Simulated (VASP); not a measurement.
# CoSi2 (Fm-3m) in VASP: band structure with LDA+U

Aim: the band structure of CoSi2 with LDA+U.

Program: VASP 6.6.1. These are calculated values, not measurements. Logs are shortened: lines on timing, memory, paths and dates and some standing lists are left out, and cuts for length are marked.

## 1. The cell of the first run

The structure is cubic, space group Fm-3m (No. 225). The conventional cell has a = 5.356 Å, b = 5.356 Å, c = 5.356 Å, α = 90.00°, β = 90.00°, γ = 90.00°. Co (site symmetry m-3m) has 8 Si at 2.32 Å within 3.1 Å. Within 3.1 Å of Si (site symmetry -43m) lie 4 Co at 2.32 Å and 6 Si at 2.68 Å.

## 2. Band structure, LDA+U, collinear spin, ferromagnetic start

INCAR

```
SYSTEM = CoSi2
ALGO = Normal
EDIFF = 1E-7
ENCUT = 540
GGA = CA
GGA_COMPAT = .FALSE.
ISMEAR = 1
ISPIN = 2
LASPH = .TRUE.
LCHARG = .FALSE.
LDAU = .TRUE.
LDAUJ = 0 0
LDAUL = 2 -1
LDAUTYPE = 2
LDAUU = 4 0
LMAXMIX = 4
LORBIT = 11
LREAL = .FALSE.
LWAVE = .FALSE.
MAGMOM = 2 0 0
NBANDS = 37
NELM = 200
PREC = Accurate
SIGMA = 0.05
```

KPOINTS

```
Automatic mesh
0
Gamma
  14 14 14
  0 0 0
```

KPOINTS_OPT

```
path GXWKGLUWLK,UX
12
line-mode
reciprocal
 0.0000000000  0.0000000000  0.0000000000  G
 0.5000000000  0.0000000000  0.5000000000  X

 0.5000000000  0.0000000000  0.5000000000  X
 0.5000000000  0.2500000000  0.7500000000  W

 0.5000000000  0.2500000000  0.7500000000  W
 0.3750000000  0.3750000000  0.7500000000  K

 0.3750000000  0.3750000000  0.7500000000  K
 0.0000000000  0.0000000000  0.0000000000  G

 0.0000000000  0.0000000000  0.0000000000  G
 0.5000000000  0.5000000000  0.5000000000  L

 0.5000000000  0.5000000000  0.5000000000  L
 0.6250000000  0.2500000000  0.6250000000  U

 0.6250000000  0.2500000000  0.6250000000  U
 0.5000000000  0.2500000000  0.7500000000  W

 0.5000000000  0.2500000000  0.7500000000  W
 0.5000000000  0.5000000000  0.5000000000  L

 0.5000000000  0.5000000000  0.5000000000  L
 0.3750000000  0.3750000000  0.7500000000  K

 0.6250000000  0.2500000000  0.6250000000  U
 0.5000000000  0.0000000000  0.5000000000  X
```

POSCAR

```
CoSi2
1.0
    0.0000000000      2.6780000000      2.6780000000
    2.6780000000      0.0000000000      2.6780000000
    2.6780000000      2.6780000000      0.0000000000
Co Si
1 2
Direct
    0.0000000000      0.0000000000      0.0000000000
    0.7500000000      0.7500000000      0.7500000000
    0.2500000000      0.2500000000      0.2500000000
```

Potentials or basis: VASP PAW LDA potentials, release 64 (Co, Si).

Launch:

```console
$ cat potpaw_LDA.64/Co/POTCAR potpaw_LDA.64/Si/POTCAR > POTCAR
$ mpirun -np 1 vasp_std > vasp.out
```

OUTCAR:

```text
SYSTEM = CoSi2
   EDIFF = 1E-7
   ENCUT = 540
   GGA = CA
   ISMEAR = 1
   ISPIN = 2
   LASPH = .TRUE.
   LORBIT = 11
   LREAL = .FALSE.
   NELM = 200
   PREC = Accurate

 ion  position               nearest neighbor table
   1  0.000  0.000  0.000-   2 2.32   3 2.32   2 2.32   2 2.32   3 2.32   2 2.32   3 2.32   3 2.32

   2  0.750  0.750  0.750-   1 2.32   1 2.32   1 2.32   1 2.32   3 2.68   3 2.68   3 2.68   3 2.68
                             3 2.68   3 2.68
   3  0.250  0.250  0.250-   1 2.32   1 2.32   1 2.32   1 2.32   2 2.68   2 2.68   2 2.68   2 2.68
                             2 2.68   2 2.68

  LATTYP: Found a face centered cubic cell.
 ALAT       =     5.3560000000

  Lattice vectors:

 A1 = (   0.0000000000,   2.6780000000,   2.6780000000)
 A2 = (   2.6780000000,   0.0000000000,   2.6780000000)
 A3 = (   2.6780000000,   2.6780000000,   0.0000000000)

Analysis of symmetry for initial positions (statically):
=====================================================================
 Subroutine PRICEL returns:
 Original cell was already a primitive cell.

 Routine SETGRP: Setting up the symmetry group for a
 face centered cubic supercell.

 Subroutine GETGRP returns: Found 48 space group operations
 (whereof 48 operations were pure point group operations)
 out of a pool of 48 trial point group operations.

The static configuration has the point symmetry O_h .

Analysis of symmetry for dynamics (positions and initial velocities):
=====================================================================
 Subroutine PRICEL returns:
 Original cell was already a primitive cell.

 Routine SETGRP: Setting up the symmetry group for a
 face centered cubic supercell.

 Subroutine GETGRP returns: Found 48 space group operations
 (whereof 48 operations were pure point group operations)
 out of a pool of 48 trial point group operations.

The dynamic configuration has the point symmetry O_h .

Analysis of structural, dynamic, and magnetic symmetry:
=====================================================================
 Subroutine PRICEL returns:
 Original cell was already a primitive cell.

 Routine SETGRP: Setting up the symmetry group for a
 face centered cubic supercell.

 Subroutine GETGRP returns: Found 48 space group operations
 (whereof 48 operations were pure point group operations)
 out of a pool of 48 trial point group operations.

The overall configuration has the point symmetry O_h .

 Subroutine INISYM returns: Found 48 space group operations
 (whereof 48 operations are pure point group operations),
 and found     1 'primitive' translations

----------------------------------------------------------------------------------------

                                     Primitive cell

  volume of cell :      38.4115

  direct lattice vectors                    reciprocal lattice vectors
     0.000000000  2.678000000  2.678000000    -0.186706497  0.186706497  0.186706497
     2.678000000  0.000000000  2.678000000     0.186706497 -0.186706497  0.186706497
     2.678000000  2.678000000  0.000000000     0.186706497  0.186706497 -0.186706497

  length of vectors
     3.787263920  3.787263920  3.787263920     0.323385140  0.323385140  0.323385140

  position of ions in fractional coordinates (direct lattice)
     0.000000000  0.000000000  0.000000000
     0.750000000  0.750000000  0.750000000
     0.250000000  0.250000000  0.250000000

  ion indices of the primitive-cell ions
   primitive index   ion index
                 1           1
                 2           2
                 3           3

----------------------------------------------------------------------------------------

 KPOINTS: Automatic mesh

Automatic generation of k-mesh.
 Grid dimensions read from file:
 generate k-points for:   14   14   14

 Generating k-lattice:

  Cartesian coordinates                     Fractional coordinates (reciprocal lattice)
    -0.013336178  0.013336178  0.013336178     0.071428571  0.000000000  0.000000000
     0.013336178 -0.013336178  0.013336178     0.000000000  0.071428571  0.000000000
     0.013336178  0.013336178 -0.013336178     0.000000000  0.000000000  0.071428571

  Length of vectors
     0.023098939  0.023098939  0.023098939

  Shift w.r.t. Gamma in fractional coordinates (k-lattice)
     0.000000000  0.000000000  0.000000000

 Subroutine IBZKPT returns following result:
 ===========================================

 Found    104 irreducible k-points:

 Following reciprocal coordinates:
            Coordinates               Weight
  0.000000  0.000000  0.000000      1.000000
  0.071429  0.000000  0.000000      8.000000
  0.142857  0.000000  0.000000      8.000000
  0.214286  0.000000  0.000000      8.000000
  0.285714  0.000000  0.000000      8.000000
  0.357143  0.000000  0.000000      8.000000
[... 16 lines left out ...]
  0.214286  0.142857  0.000000     24.000000
  0.285714  0.142857  0.000000     24.000000
 [... further k-points ...]
   k-points           NKPTS =    104   k-points in BZ     NKDIM =    104   number of bands    NBANDS=     37
   number of dos      NEDOS =    301   number of ions     NIONS =      3
   total plane-waves  NPLWV =  27000
   dimension x,y,z NGX =    30 NGY =   30 NGZ =   30
   dimension x,y,z NGXF=    60 NGYF=   60 NGZF=   60
   ions per type =               1   2
   NGX,Y,Z   is equivalent  to a cutoff of  13.17, 13.17, 13.17 a.u.
   NGXF,Y,Z  is equivalent  to a cutoff of  26.34, 26.34, 26.34 a.u.
 SYSTEM =  CoSi2
   PREC   = accura    normal or accurate (medium, high low for compatibility)
   ISTART =      0    job   : 0-new  1-cont  2-samecut
   ICHARG =      2    charge: 1-file 2-atom 10-const
   ISPIN  =      2    spin polarized calculation?
   LNONCOLLINEAR =      F non collinear calculations
   LSORBIT =      F    spin-orbit coupling
   LASPH  =      T    aspherical Exc in radial PAW
   ENCUT  =  540.0 eV  39.69 Ry    6.30 a.u.   7.18  7.18  7.18*2*pi/ulx,y,z
   NELM   =    200;   NELMIN=  2; NELMDL= -5     # of ELM steps
   EDIFF  = 0.1E-06   stopping-criterion for ELM
   LREAL  =      F    real-space projection
   EDIFFG = 0.1E-05   stopping-criterion for IOM
   NSW    =      0    number of steps for IOM
   IBRION =     -1    ionic relax: 0-MD 1-quasi-New 2-CG
   NFREE  =      0    steps in history (QN), initial steepest desc. (CG)
   ISIF   =      2    stress and relaxation
   ISYM   =      2    0-nonsym 1-usesym 2-fastsym
   POTIM  = 0.5000    time-step for ionic-motion
   TEBEG  =    0.0;   TEEND  =   0.0 temperature during run

   SCALEE = 1.0000    scale energy and forces
   PSTRESS=    0.0 pullay stress
   NELECT =      17.0000    total number of electrons
   NUPDOWN=      -1.0000    fix difference up-down
   EMIN   =  10.00;   EMAX   =-10.00  energy-range for DOS
   EFERMI =   0.00;   METHOD = LEGACY
   ISMEAR =     1;   SIGMA  =   0.05  broadening in eV -4-tet -1-fermi 0-gaus
   EFERMI_NEDOS =   21; number of points for ismear=-14 and -15
   IALGO  =     38    algorithm
   IMIX   =      4    mixing-type and parameters
     AMIX     =   0.40;   BMIX     =  1.00
     AMIX_MAG =   1.60;   BMIX_MAG =  1.00
  volume/ion in A,a.u.               =      12.80        86.40
  Fermi-wavevector in a.u.,A,eV,Ry     =   1.247586  2.357596 21.177078  1.556471
  Thomas-Fermi vector in A             =   2.381712
   LORBIT       =     11    0 simple, 1 ext, 2 COOP (PROOUT), +10 PAW based schemes
 LDA+U is selected, type is set to LDAUTYPE =  2
   angular momentum for each species LDAUL =     2   -1
   U (eV)           for each species LDAUU =   4.0  0.0
   J (eV)           for each species LDAUJ =   0.0  0.0
   GGA     = CA    functional components
   LHFCALC =     F    Hartree Fock is set to
   AEXX    =    0.0000 exact exchange contribution
   IVDW    =     0    specifies the selected vdW correction
   LEPSILON=     F    determine dielectric tensor
   LRPA    =     F    only Hartree local field effects (RPA)

   CSHIFT  =0.1000    complex shift for real part using Kramers Kronig

   OMEGAMAX=  -1.0    maximum frequency
 spin polarized calculation
 Methfessel and Paxton  Order N= 1 SIGMA  =   0.05
  energy-cutoff  :      540.00
  volume of cell :       38.41
 maximum number of plane-waves:      1113
 NGX is ok and might be reduce to    30
   NGX = 15   NGY = 15   NGZ = 15

 number of electron      17.0000005 magnetization       0.0001720

 number of electron      17.0000005 magnetization      -0.0000748

 Free energy of the ion-electron system (eV)
  ---------------------------------------------------
  ext. energy  EPLUGINS =         0.00000000
  ---------------------------------------------------
  free energy    TOTEN  =       -18.43791051 eV

  energy without entropy =      -18.43797374  energy(sigma->0) =      -18.43793159

 E-fermi :   9.8296     XC(G=0): -11.8919

 val. band max:        9.8261753058   @ k =   0.4286   0.0714   0.0000
 cond. band min:       9.8688629173   @ k =   0.4286   0.2857   0.1429
 fundamental gap:      0.0426876115
 Fermi energy:         9.8295560745

 spin component 1

 k-point     1 :       0.0000    0.0000    0.0000
  band No.  band energies     occupation
      1      -3.0990      1.00000
      2       5.6393      1.00000
      3       5.6393      1.00000
      4       5.6393      1.00000
      5       7.4847      1.00000
      6       7.4847      1.00000
[... 541 lines left out ...]
     19      24.5417      0.00000
     20      26.4741      0.00000

 [... further k-points ...]

 spin component 2

 k-point     1 :       0.0000    0.0000    0.0000
  band No.  band energies     occupation
      1      -3.0989      1.00000
      2       5.6393      1.00000
      3       5.6393      1.00000
      4       5.6393      1.00000
      5       7.4847      1.00000
      6       7.4847      1.00000
[... 541 lines left out ...]
     19      24.5417      0.00000
     20      26.4741      0.00000

 [... further k-points ...]

 [bands above 20 left out]

------------------------ aborting loop because EDIFF is reached ----------------------------------------

  FORCE on cell =-STRESS in cart. coord.  units (eV):
  Direction    XX          YY          ZZ          XY          YZ          ZX
  --------------------------------------------------------------------------------------
  -------------------------------------------------------------------------------------
  Total       -3.0779856     -3.0779856     -3.0779856     -0.0000000     -0.0000000      0.0000000
  in kB     -128.3853432   -128.3853432   -128.3853432     -0.0000000     -0.0000000      0.0000000
  external PRESSURE =    -128.3853432 kB  Pullay stress =       0.0000000 kB

 VOLUME and BASIS-vectors are now :
 -----------------------------------------------------------------------------
  energy-cutoff  :      540.00
  volume of cell :       38.41
      direct lattice vectors                 reciprocal lattice vectors
     0.000000000  2.678000000  2.678000000    -0.186706497  0.186706497  0.186706497
     2.678000000  0.000000000  2.678000000     0.186706497 -0.186706497  0.186706497
     2.678000000  2.678000000  0.000000000     0.186706497  0.186706497 -0.186706497

 POSITION                                       TOTAL-FORCE (eV/Angst)
 -----------------------------------------------------------------------------------
      0.00000      0.00000      0.00000         0.000000     -0.000000      0.000000
      4.01700      4.01700      4.01700        -0.000000     -0.000000     -0.000000
      1.33900      1.33900      1.33900         0.000000      0.000000      0.000000
 -----------------------------------------------------------------------------------
    total drift:                                0.000000     -0.000000     -0.000000

  FREE ENERGIE OF THE ION-ELECTRON SYSTEM (eV)
  ---------------------------------------------------
  free  energy   TOTEN  =       -18.4379105111 eV

  energy  without entropy=      -18.4379737424  energy(sigma->0) =      -18.43793159

 total charge

# of ion       s       p       d       tot
------------------------------------------
    1        0.526   0.689   7.816   9.030
    2        0.723   0.871   0.000   1.594
    3        0.723   0.871   0.000   1.594
--------------------------------------------------
tot          1.973   2.431   7.816  12.219

 magnetization (x)

# of ion       s       p       d       tot
------------------------------------------
    1       -0.000  -0.000  -0.000  -0.000
    2        0.000   0.000   0.000   0.000
    3        0.000   0.000   0.000   0.000
--------------------------------------------------
tot          0.000   0.000  -0.000  -0.000
```

Run time: 18 min. Hardware: 1 thread of Intel Xeon Platinum 8375C at 2.90GHz (Ice Lake), shared host; peak memory 0.46 GiB.

Results:

```
Free energy                                           : -18.4379 eV
Pressure                                              : -12.8 GPa
Band gap along the path                               : zero within the smearing
Net moment                                            : 0.00 μB per cell
Valence electrons inside the program's atomic spheres : Co 9.03; Si 1.59
```

Caveat: the cell stands under tension; the moments typed at the start vanished in this run; the U is typed as a test and isn't derived for this compound. The state reached can hang on the start; a lower one may exist.
